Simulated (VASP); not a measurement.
# Tl (P6_3/mmc) in VASP: notebook, part 2 of 2

VASP 6.6.1. Earlier steps stand in the parts before.

### Step 3. Single point, PBE

Input file INCAR:

```
  PREC = Accurate
  ENCUT = 520
  EDIFF = 1E-6
  ISMEAR = -1
  SIGMA = 0.1
  LREAL = False
  LASPH = True
  NELM = 80
  ALGO = Normal
  ISIF = 2
  LWAVE = False
  LCHARG = False
  GGA = PE
  NBANDS = 20
```

Input file KPOINTS:

```
Automatic mesh
0
Gamma
  16 16 9
```

Input file POSCAR:

```
Tl
1.0
    2.6619283584      0.0000000000      0.0000000000
   -1.3309641792      2.3052975814      0.0000000000
    0.0000000000      0.0000000000      4.3756635624
Tl
2
Direct
    0.3333333333      0.6666666667      0.2500000000
    0.6666666667      0.3333333333      0.7500000000
```

Potentials or basis: VASP PAW PBE potentials, release 64 (Tl_d).

On the command line:

```
$ cat potpaw_PBE.64/Tl_d/POTCAR > POTCAR
$ mpirun -np 1 vasp_std > vasp.out
```

OUTCAR:

```text
PREC = Accurate
   ENCUT = 520
   EDIFF = 1E-6
   ISMEAR = -1
   LREAL = False
   LASPH = True
   NELM = 80
   ISIF = 2
   GGA = PE

 ion  position               nearest neighbor table
   1  0.333  0.667  0.250-   2 2.67   2 2.67   2 2.67   2 2.67   2 2.67   2 2.67   2 3.77   2 3.77
                             2 3.77   2 3.77   2 3.77   2 3.77
   2  0.667  0.333  0.750-   1 2.67   1 2.67   1 2.67   1 2.67   1 2.67   1 2.67   1 3.77   1 3.77
                             1 3.77   1 3.77   1 3.77   1 3.77

  LATTYP: Found a hexagonal cell.
 ALAT       =     2.6619283584
 C/A-ratio  =     1.6437946380

  Lattice vectors:

 A1 = (   2.6619283584,   0.0000000000,   0.0000000000)
 A2 = (  -1.3309641792,   2.3052975814,   0.0000000000)
 A3 = (   0.0000000000,   0.0000000000,   4.3756635624)

Analysis of symmetry for initial positions (statically):
=====================================================================
 Subroutine PRICEL returns:
 Original cell was already a primitive cell.

 Routine SETGRP: Setting up the symmetry group for a
 hexagonal supercell.

 Subroutine GETGRP returns: Found 24 space group operations
 (whereof 12 operations were pure point group operations)
 out of a pool of 24 trial point group operations.

The static configuration has the point symmetry D_3d.
 The point group associated with its full space group is D_6h.

Analysis of symmetry for dynamics (positions and initial velocities):
=====================================================================
 Subroutine PRICEL returns:
 Original cell was already a primitive cell.

 Routine SETGRP: Setting up the symmetry group for a
 hexagonal supercell.

 Subroutine GETGRP returns: Found 24 space group operations
 (whereof 12 operations were pure point group operations)
 out of a pool of 24 trial point group operations.

[... 109 lines left out ...]
   POTIM  = 0.5000    time-step for ionic-motion
   TEBEG  =    0.0;   TEEND  =   0.0 temperature during run
   PSTRESS=    0.0 pullay stress
   NELECT =      26.0000    total number of electrons
   NUPDOWN=      -1.0000    fix difference up-down
   EMIN   =  10.00;   EMAX   =-10.00  energy-range for DOS
   EFERMI =   0.00;   METHOD = LEGACY
   ISMEAR =    -1;   SIGMA  =   0.10  broadening in eV -4-tet -1-fermi 0-gaus
   EFERMI_NEDOS =   21; number of points for ismear=-14 and -15
   IALGO  =     38    algorithm
   IMIX   =      4    mixing-type and parameters
     AMIX     =   0.40;   BMIX     =  1.00
     AMIX_MAG =   1.60;   BMIX_MAG =  1.00
  volume/ion in A,a.u.               =      13.43        90.60
  Fermi-wavevector in a.u.,A,eV,Ry     =   1.619609  3.060617 35.689896  2.623133
  Thomas-Fermi vector in A             =   2.713682
   LORBIT       =      0    0 simple, 1 ext, 2 COOP (PROOUT), +10 PAW based schemes
   GGA     = PE    functional components
[... 5 lines left out ...]
 non-spin polarized calculation
  energy-cutoff  :      520.00
  volume of cell :       26.85
 maximum number of plane-waves:       754
 NGX is ok and might be reduce to    20
   NGX =  9   NGY =  9   NGZ = 17

 number of electron      26.0000000 magnetization

 Free energy of the ion-electron system (eV)
  ---------------------------------------------------
  ext. energy  EPLUGINS =         0.00000000
  ---------------------------------------------------
  free energy    TOTEN  =         6.14336130 eV

  energy without entropy =        6.16104569  energy(sigma->0) =        6.15220349

 E-fermi :  19.7908     XC(G=0): -14.5480

 val. band max:       19.7601318381   @ k =   0.3750   0.2500   0.2222
 cond. band min:      19.8222714663   @ k =   0.2500  -0.0000   0.2222
 fundamental gap:      0.0621396281
 Fermi energy:        19.7908349025

 k-point     1 :       0.0000    0.0000    0.0000
  band No.  band energies     occupation
      1       0.8152      2.00000
      2       2.0865      2.00000
      3       4.2369      2.00000
      4       4.4338      2.00000
      5       4.4338      2.00000
      6       4.7661      2.00000
[... 541 lines left out ...]
     19      29.8746      0.00000
     20      36.7641      0.00000

 [... further k-points ...]

------------------------ aborting loop because EDIFF is reached ----------------------------------------

  FORCE on cell =-STRESS in cart. coord.  units (eV):
  Direction    XX          YY          ZZ          XY          YZ          ZX
  --------------------------------------------------------------------------------------
  -------------------------------------------------------------------------------------
  Total       38.6679465     38.6679465     38.6707451      0.0000000     -0.0000000      0.0000000
  in kB     2307.2487104   2307.2487103   2307.4156926      0.0000000     -0.0000000      0.0000000
  external PRESSURE =    2307.3043711 kB  Pullay stress =       0.0000000 kB

 VOLUME and BASIS-vectors are now :
 -----------------------------------------------------------------------------
  energy-cutoff  :      520.00
  volume of cell :       26.85
      direct lattice vectors                 reciprocal lattice vectors
     2.661928358  0.000000000  0.000000000     0.375667511  0.216891738  0.000000000
    -1.330964179  2.305297581  0.000000000     0.000000000  0.433783477  0.000000000
     0.000000000  0.000000000  4.375663562     0.000000000  0.000000000  0.228536766

 POSITION                                       TOTAL-FORCE (eV/Angst)
 -----------------------------------------------------------------------------------
     -0.00000      1.53687      1.09392        -0.000000      0.000000      0.000000
      1.33096      0.76843      3.28175         0.000000     -0.000000      0.000000
 -----------------------------------------------------------------------------------
    total drift:                               -0.000000      0.000000     -0.000000

  FREE ENERGIE OF THE ION-ELECTRON SYSTEM (eV)
  ---------------------------------------------------
  free  energy   TOTEN  =         6.1433613027 eV

  energy  without entropy=        6.1610456865  energy(sigma->0) =        6.15220349
```

stdout:

```text
POSCAR found type information on POSCAR Tl
 POSCAR found :  1 types and       2 ions
 scaLAPACK will be used
 LDA part: xc-table for (Slater+PW92), standard interpolation
 POSCAR, INCAR and KPOINTS ok, starting setup
 FFT: planning ... GRIDC
 FFT: planning ... GRID_SOFT
 FFT: planning ... GRID
 WAVECAR not read
 entering main loop
```

Wall time 70 s (1 thread of Intel Xeon 8259CL, shared host); peak memory 0.19 GiB.

Results:

```
Free energy            : 6.1434 eV
Pressure               : 230.7 GPa
Band gap on the k mesh : zero (bands 13 and 14 overlap by 8.07 eV)
```

Caveat: the cell stands under pressure; spin-orbit coupling is left out, which moves the levels of the heavy elements.
